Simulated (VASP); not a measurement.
Input of a VASP 6.6.1 run:

Contents of INCAR:

```
SYSTEM = Ta2N
ALGO = Normal ; EDIFF = 1E-6
ENCUT = 520 ; GGA = PS
ISIF = 2 ; ISMEAR = -1
LASPH = .TRUE. ; LCHARG = .FALSE.
LREAL = .FALSE. ; LWAVE = .FALSE.
NBANDS = 50 ; NELM = 80
PREC = Accurate ; SIGMA = 0.5
```

The input KPOINTS:

```
k-points
0
G
  12 12 8
  0 0 0
```

POSCAR

```
Ta2N
1.0
    5.2965720514      0.0000000000      0.0000000000
   -2.6482860257      4.5869659495      0.0000000000
    0.0000000000      0.0000000000      4.9391825701
Ta N
6 3
Direct
    0.6663616700      0.6663616700      0.7536182600
    0.0000000000      0.3336383300      0.7536182600
    0.3336383300      0.0000000000      0.7536182600
    0.3336383300      0.3336383300      0.2463817400
    0.0000000000      0.6663616700      0.2463817400
    0.6663616700      0.0000000000      0.2463817400
    0.6666666667      0.3333333333      0.5000000000
    0.3333333333      0.6666666667      0.5000000000
    0.0000000000      0.0000000000      0.0000000000
```

Potentials or basis: VASP PAW PBE potentials, release 64 (Ta_pv, N).

Command:

```bash
$ cat potpaw_PBE.64/Ta_pv/POTCAR potpaw_PBE.64/N/POTCAR > POTCAR
$ mpirun -np 1 vasp_std > vasp.out
```

**Question.** Predict the band gap on the k mesh.

**Answer.** Zero (an odd number of electrons rules out a gap without spin polarisation).

**Question.** Estimate the largest force.

**Answer.** 0.197 eV/Å.

Stress tensor (GPa, compression positive):
```
-2.18  0.00  0.00
 0.00 -2.18  0.00
 0.00  0.00 -2.01
```

Caveat: so wide a smearing shifts energies and pressures; the PAW data sets were made with another functional, which shifts forces and pressure a little; spin-orbit coupling is left out, which moves the levels of the heavy elements.
